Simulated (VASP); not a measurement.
Runs of VASP 6.6.1 on In. The structure is that of space group Fd-3m (No. 227), or close to it. The cells are those of the table. 

```tsv
task	cell	k mesh for the DOS	occupations for the DOS	gap on the mesh (eV)	pressure (GPa)
single point	a = 3.653 Å, angles 60.0°, 2 atoms	-	-	none	130.1
single point	a = 3.906 Å, angles 60.0°, 2 atoms	-	-	none	(a)
single point	a = 4.686 Å, angles 60.0°, 2 atoms	-	-	none	(b)
single point	a = 3.513 Å, angles 60.0°, 2 atoms	-	-	none	198.9
single point	a = 4.331 Å, angles 60.0°, 2 atoms	-	-	none	13.0
```

Alike in all rows: level PBE; potentials or basis VASP PAW PBE potentials, release 64 (In_d); no spin polarisation; k mesh 11 × 11 × 11; cutoff (eV) 520; smearing fermi-dirac 0.1 eV.

Problem. Fill in the values left out.

Solution. (a) 59.5; (b) 1.2.

Caveats: spin-orbit coupling is left out, which moves the levels of the heavy elements.

A k mesh can miss the band edges, and the runs leave out spin-orbit coupling on In.

A gap of «none» marks levels without a gap at the run's occupations.
